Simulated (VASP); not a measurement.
A run of VASP 6.6.1:

File INCAR:

```
PREC = Accurate
ENCUT = 520
EDIFF = 1E-7
ISMEAR = -1
SIGMA = 0.05
LREAL = False
LASPH = True
NELM = 80
ALGO = Normal
ISIF = 2
LWAVE = False
LCHARG = False
GGA = CA
NBANDS = 15
```

The input KPOINTS:

```
Automatic mesh
0
Gamma
  7 7 7
```

Contents of POSCAR:

```
KBr
1.0
    0.0000000000      3.1875702235      3.1875702235
    3.1875702235      0.0000000000      3.1875702235
    3.1875702235      3.1875702235      0.0000000000
Br K
1 1
Direct
    0.5000000000      0.5000000000      0.5000000000
    0.0000000000      0.0000000000      0.0000000000
```

Potentials or basis: VASP PAW LDA potentials, release 64 (Br, K_sv).

Command:

```bash
$ cat potpaw_LDA.64/Br/POTCAR potpaw_LDA.64/K_sv/POTCAR > POTCAR
$ mpirun -np 1 vasp_std > vasp.out
```

Hardware: 1 thread of Intel Xeon 8259CL (shared host).

**Question.** How long does it take, and how much memory?

**Answer.** It took 19 s on 1 thread of Intel Xeon 8259CL, with other jobs on the host, peak memory 0.18 GiB. Counts: scf iterations 13, k points 20.
